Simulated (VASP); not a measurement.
The system is CaO.

```xyz
2
Lattice="0.0000 2.4490 2.4490 2.4490 0.0000 2.4490 2.4490 2.4490 0.0000" Properties=species:S:1:pos:R:3 pbc="T T T"
Ca    0.0000    0.0000    0.0000
O     2.4490    2.4490    2.4490
```

- Program: VASP 6.6.1
- Task: relaxation of cell and atoms
- Functional: PBEsol
- Potentials or basis: VASP PAW PBE potentials, release 64 (Ca_sv, O)
- Cutoff: 600 eV
- k mesh: 8 × 8 × 8
- Occupations: gaussian, width 0.02 eV
- Spin: no spin polarisation

At the start: pressure -7.5 GPa; volume 14.69 Å³/atom.

How do energy, volume and symmetry change on relaxing?

Over 3 steps the energy falls by 27.1 meV/atom and the volume is 13.60 Å³/atom (-7.4 %); space group Fm-3m (No. 225, to 0.05 Å).

Step by step:
| step | energy change (eV) | largest force (eV/Å) | pressure (GPa) | volume (Å³) |
| --- | --- | --- | --- | --- |
| 1 | 0.0000 | 0.0000 | -7.47 | 29.38 |
| 2 | -0.0483 | 0.0000 | 2.94 | 26.56 |
| 3 | -0.0541 | 0.0000 | 0.01 | 27.21 |

Final structure:
```cif
data_structure
_symmetry_space_group_name_H-M 'P 1'
_symmetry_Int_Tables_number 1
_cell_length_a 3.3759
_cell_length_b 3.3759
_cell_length_c 3.3759
_cell_angle_alpha 60.000
_cell_angle_beta 60.000
_cell_angle_gamma 60.000
_cell_volume 27.21
loop_
_atom_site_label
_atom_site_type_symbol
_atom_site_fract_x
_atom_site_fract_y
_atom_site_fract_z
_atom_site_occupancy
Ca1 Ca 0.00000 0.00000 0.00000 1
O1 O 0.50000 0.50000 0.50000 1
```

Caveat: the PAW data sets were made with another functional, which shifts forces and pressure a little.
